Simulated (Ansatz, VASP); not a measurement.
## Si: VASP beside Ansatz

```
Si
1.0
    -1.52256    1.52256    1.52256
     1.52256   -1.52256    1.52256
     1.52256    1.52256   -1.52256
Si
1
Direct
  0.00000 0.00000 0.00000
```

Alike in both runs: task relaxation of cell and atoms; functional r2SCAN; k mesh 26 × 26 × 26; occupations gaussian, width 0.1 eV; no spin polarisation.

|  | VASP | Ansatz |
| --- | --- | --- |
| version | VASP 6.6.1 | Ansatz 0.2.0 |
| potentials or method | VASP PAW PBE potentials, release 64 (Si), cutoff 600 eV | scalar-relativistic, plane waves, PAW |
| valence electrons in the cell | 4 | 4 |

|  | VASP | Ansatz | Ansatz less VASP |
| --- | --- | --- | --- |
| gap on the k mesh at the Fermi level, each at its own relaxed structure (eV) | none | none | - |
| relaxed volume (Å³/atom) | 14.14 | 14.13 | -0.013 |
| relaxed length of the cell vector where the two differ most in proportion (Å) | 2.638 | 2.638 | -0.0008 |

VASP's potentials were made for PBE, not for r2SCAN. A gap of «none» marks a metal or a gap that the smearing closes.
